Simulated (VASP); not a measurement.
Wanted: the native input for a VASP 6.6.1 run.

* Task: single point
* Functional: PBE
* Potentials or basis: VASP PAW PBE potentials, release 64 (Al, H)
* Cutoff: 520 eV
* k mesh: 18 × 18 × 10
* Occupations: gaussian, width 0.1 eV
* Spin: no spin polarisation
* Dipole correction: no
* Further INCAR settings: ALGO = Normal; EDIFF = 1e-07; NBANDS = 10

The structure of AlH2 lies in POSCAR:

```
AlH2
1.0
    2.5822812146      0.0000000000      0.0000000000
    0.0000000000      2.5822812146      0.0000000000
    0.0000000000      0.0000000000      4.9145326393
Al H
1 2
Direct
    0.0000000000      0.0000000000      0.0000000000
    0.5000000000      0.5000000000      0.2097774827
    0.5000000000      0.5000000000      0.7902225173
```

The input as run:

INCAR

```
ALGO     = Normal         # electronic algorithm
EDIFF    = 1E-7           # SCF threshold, eV
ENCUT    = 520            # plane-wave cutoff, eV
GGA      = PE             # functional
ISIF     = 2              # what is computed and relaxed
ISMEAR   = 0              # smearing method
LASPH    = T              # aspherical terms in the spheres
LCHARG   = T              # write CHGCAR
LELF     = T              # ELF
LREAL    = F              # projectors in reciprocal space
LVHAR    = T            
LWAVE    = F              # write WAVECAR
NBANDS   = 10             # bands
NELM     = 80             # most SCF steps
PREC     = Accurate       # precision mode
SIGMA    = 0.1            # smearing width, eV
```

KPOINTS

```
k-points
0
Gamma
  18 18 10
```

Potentials or basis: VASP PAW PBE potentials, release 64 (Al, H).

Launch:

```sh
$ cat potpaw_PBE.64/Al/POTCAR potpaw_PBE.64/H/POTCAR > POTCAR
$ mpirun -np 1 vasp_std > vasp.out
```

Results of the run:

* Pressure: -0.1 GPa

Wall time 90 s on 1 thread of AMD EPYC 7R13 Processor (Zen 3) (shared host), peak memory 0.18 GiB.
